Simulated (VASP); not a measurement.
## MgCd3Se4: single point with PBE

Crystal: MgCd3Se4.

```
Mg Cd Se
1.0
     6.78832    0.00000    0.00000
     0.00000    6.78832    0.00000
     0.00000    0.00000    5.15981
Mg Cd Se
1 3 4
Direct
  0.50000 0.50000 0.00000
  0.00000 0.00000 0.50000
  0.50000 0.00000 0.50000
  0.00000 0.50000 0.50000
  0.31444 0.00000 0.00000
  0.68556 0.00000 0.00000
  0.00000 0.31444 0.00000
  0.00000 0.68556 0.00000
```

The cell was built from a structure type or drawn by symmetry, and may not be a known phase.

```yaml
Program: VASP 6.6.1
Task: single point
Functional: PBE
Potentials_or_basis: VASP PAW PBE potentials, release 64 (Mg, Cd, Se)
Cutoff: 600 eV
k_mesh: 2 × 2 × 2
Occupations: gaussian, width 0.15 eV
Spin: no spin polarisation
```

| Quantity | Value |
| --- | --- |
| Pressure | 0.0 GPa |
| Largest force | 0.018 eV/Å |
| Band gap on the k mesh | zero (bands 31 and 32 overlap by 1.69 eV) |

Forces in eV/Å, atoms in the order of the input:
```
Mg   0.000  0.000  0.000
Cd   0.000  0.000  0.000
Cd   0.000  0.000  0.000
Cd   0.000  0.000  0.000
Se   0.018  0.000  0.000
Se  -0.018  0.000  0.000
Se   0.000  0.018  0.000
Se   0.000 -0.018  0.000
```

Levels at points of the mesh, in eV from the Fermi level:
| k point | band 29 | band 30 | band 31 | band 32 | band 33 | band 34 |
| --- | --- | --- | --- | --- | --- | --- |
| (0.00, 0.00, 0.00) | -1.28 | -1.28 | -0.87 | 0.77 | 0.77 | 1.01 |
| (0.50, 0.00, 0.00) | -1.52 | -1.27 | -0.32 | -0.03 | 0.02 | 1.23 |
| (0.50, 0.50, 0.00) | -1.87 | -0.77 | -0.73 | -0.73 | -0.54 | -0.52 |
| (0.00, 0.00, 0.50) | -1.09 | -1.07 | 0.96 | 1.08 | 1.11 | 1.11 |
| (0.50, 0.00, 0.50) | -0.18 | 0.31 | 0.31 | 0.33 | 1.05 | 1.53 |
| (0.50, 0.50, 0.50) | -0.86 | -0.86 | -0.50 | 0.23 | 0.82 | 2.08 |

It took 38 s on 1 thread of Intel(R) Xeon(R) 6975P-C (Granite Rapids), on a shared host, peak memory 0.37 GiB.

Caveat: the k points lie up to 0.61 Å⁻¹ apart, too coarse for converged energies and pressures of a metal.
